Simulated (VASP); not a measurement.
Set up this calculation in VASP 6.6.1, as the native input.

| Property | Result |
| --- | --- |
| Task | single point |
| Functional | PBE |
| Potentials or basis | VASP PAW PBE potentials, release 64 (Se) |
| Cutoff | 520 eV |
| k mesh | 13 × 13 × 13 |
| Occupations | fermi-dirac, width 0.1 eV |
| Spin | no spin polarisation |
| Dipole correction | no |
| Further INCAR settings | ALGO = Normal; EDIFF = 1e-07; NBANDS = 13 |

The structure of Se lies in POSCAR:

```
Se
1.0
    1.6668661265     -0.9623656068      3.5691613650
    0.0000000000      1.9247312136      3.5691613650
   -1.6668661265     -0.9623656068      3.5691613650
Se
2
Direct
    0.2500000000      0.2500000000      0.2500000000
   -0.2500000000     -0.2500000000     -0.2500000000
```

The input as run:

INCAR

```
SYSTEM = Se
ALGO = Normal
EDIFF = 1E-7
ENCUT = 520
GGA = PE
ISIF = 2
ISMEAR = -1
LASPH = .True.
LCHARG = .False.
LREAL = .False.
LWAVE = .False.
NBANDS = 13
NELM = 80
PREC = Accurate
SIGMA = 0.1
```

KPOINTS

```
k-points
0
Gamma
  13 13 13
  0 0 0
```

Potentials or basis: VASP PAW PBE potentials, release 64 (Se).

The run is started by

```bash
$ cat potpaw_PBE.64/Se/POTCAR > POTCAR
$ mpirun -np 1 vasp_std > vasp.out
```

Results of the run:

```
Pressure               : 29.2 GPa
Band gap on the k mesh : zero (band 6 reaches 10.92 eV, above the bottom of band 7 at 5.36 eV)
```

Wall time 48 s on 1 thread of Intel(R) Xeon(R) 6975P-C (Granite Rapids) (shared host), peak memory 0.22 GiB.
